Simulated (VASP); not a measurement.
Wanted: the native input for a VASP 6.6.1 run.

- Task: single point
- Functional: PBE
- Potentials or basis: VASP PAW PBE potentials, release 64 (K_sv, Ta_pv, O)
- Cutoff: 520 eV
- k mesh: 8 × 8 × 8
- Occupations: gaussian, width 0.02 eV
- Spin: no spin polarisation
- Dipole correction: no
- Further INCAR settings: ALGO = Fast; EDIFF = 1e-06; NBANDS = 27

The structure of KTaO3 lies in POSCAR:

```
KTaO3
1.0
    4.0243579231      0.0000000000      0.0000000000
    0.0000000000      4.0243579231      0.0000000000
    0.0000000000      0.0000000000      4.0243579231
K Ta O
1 1 3
Direct
    0.5000000000      0.5000000000      0.5000000000
    0.0000000000      0.0000000000      0.0000000000
    0.5000000000      0.0000000000      0.0000000000
    0.0000000000      0.5000000000      0.0000000000
    0.0000000000      0.0000000000      0.5000000000
```

The input as run:

INCAR

```
SYSTEM = KTaO3
PREC     = Accurate       ! precision mode
ENCUT    = 520            ! plane-wave cutoff, eV
EDIFF    = 1E-6           ! SCF threshold, eV
ISMEAR   = 0              ! smearing method
SIGMA    = 0.02           ! smearing width, eV
LREAL    = .FALSE.        ! projectors in reciprocal space
LASPH    = .TRUE.         ! aspherical terms in the spheres
NELM     = 100            ! most SCF steps
ALGO     = Fast           ! electronic algorithm
ISIF     = 2              ! what is computed and relaxed
LWAVE    = .FALSE.        ! write WAVECAR
LCHARG   = .TRUE.         ! write CHGCAR
GGA      = PE             ! functional
LELF     = .TRUE.         ! ELF
LVHAR    = .TRUE.       
NBANDS   = 27             ! bands
```

KPOINTS

```
regular mesh
0
G
  8 8 8
  0 0 0
```

Potentials or basis: VASP PAW PBE potentials, release 64 (K_sv, Ta_pv, O).

The run is started by

```sh
$ cat potpaw_PBE.64/K_sv/POTCAR potpaw_PBE.64/Ta_pv/POTCAR potpaw_PBE.64/O/POTCAR > POTCAR
$ mpirun -np 1 vasp_std > vasp.out
```

It gave:

```yaml
Pressure: 0.6 GPa
Band_gap_on_the_k_mesh: 2.12 eV (least direct gap 2.75 eV)
```

Caveat: spin-orbit coupling is left out, which moves the levels of the heavy elements.

It took 39 s on 1 thread of Intel(R) Xeon(R) 6975P-C (Granite Rapids), with other jobs on the host, peak memory 0.2 GiB.
